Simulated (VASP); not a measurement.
Crystal: KBr.

```
Br K
1.0
     0.00000    3.30000    3.30000
     3.30000    0.00000    3.30000
     3.30000    3.30000    0.00000
Br K
1 1
Direct
  0.50000 0.50000 0.50000
  0.00000 0.00000 0.00000
```

| Item | Value |
| --- | --- |
| Program | VASP 6.6.1 |
| Task | relaxation of cell and atoms |
| Functional | RPBE |
| Potentials or basis | VASP PAW PBE potentials, release 64 (Br, K_sv) |
| Cutoff | 600 eV |
| k mesh | 7 × 7 × 7 |
| Occupations | fermi-dirac, width 0.05 eV |
| Spin | no spin polarisation |

At the start: pressure 2.2 GPa; volume 35.94 Å³/atom.

Task: How do energy, volume and symmetry change on relaxing?

Result: Over 4 steps the energy falls by 33.2 meV/atom and the volume is 41.52 Å³/atom (+15.5 %); space group Fm-3m (No. 225, to 0.05 Å).

Step by step:
| step | energy change (eV) | largest force (eV/Å) | pressure (GPa) | volume (Å³) |
| --- | --- | --- | --- | --- |
| 1 | 0.0000 | 0.0000 | 2.17 | 71.87 |
| 2 | -0.0494 | 0.0000 | 0.97 | 77.06 |
| 3 | -0.0659 | 0.0000 | 0.15 | 82.02 |
| 4 | -0.0664 | 0.0000 | 0.00 | 83.04 |

Final structure:
```
Br K
1.0
     0.00000    3.46269    3.46269
     3.46269    0.00000    3.46269
     3.46269    3.46269    0.00000
Br K
1 1
Direct
  0.50000 0.50000 0.50000
  0.00000 0.00000 0.00000
```

Caveat: the volume moved by over 15 % at a fixed basis, so the end points are rough; the PAW data sets were made with another functional, which shifts forces and pressure a little; the volume moved by +16 % from the deposited cell, more than functionals usually miss.
